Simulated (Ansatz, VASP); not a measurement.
## One calculation of TePb, two programs

```
Te Pb
1.0
    -0.06454    3.19473    3.19473
     3.19473   -0.06454    3.19473
     3.19473    3.19473   -0.06454
Te Pb
1 1
Cartesian
  3.1625 3.1625 3.1625
  0.0000 0.0000 0.0000
```

Change from the starting cell: equal xy, yz and zx shear strains of -2 %, crystal datasets.

Alike in both runs: task electric field gradients; functional PBEsol; k mesh 10 × 10 × 10; occupations fermi-dirac, width 0.03 eV; no spin polarisation.

```csv
,VASP,Ansatz
version,VASP 6.6.1,Ansatz 0.2.0
potentials or method,"VASP PAW PBE potentials, release 64 (Te, Pb_d), cutoff 520 eV","all-electron PAW with datasets made for the crystal, scalar-relativistic"
```

VASP gave:

```
pressure (GPa)                                                : -0.3
traceless stress, the component that is largest in VASP (GPa) : 0.29
size of Vzz on the site where it differs most (V/Å²)          : 1.6
```

What did Ansatz give for the same quantities?

Pressure (GPa): -0.2; traceless stress, the component that is largest in VASP (GPa): 0.29; size of Vzz on the site where it differs most (V/Å²): 3.9.

VASP's potentials were made for PBE, not for PBEsol. Ansatz ran all-electron here, and VASP with PAW potentials.

Neither program's run includes spin-orbit coupling.
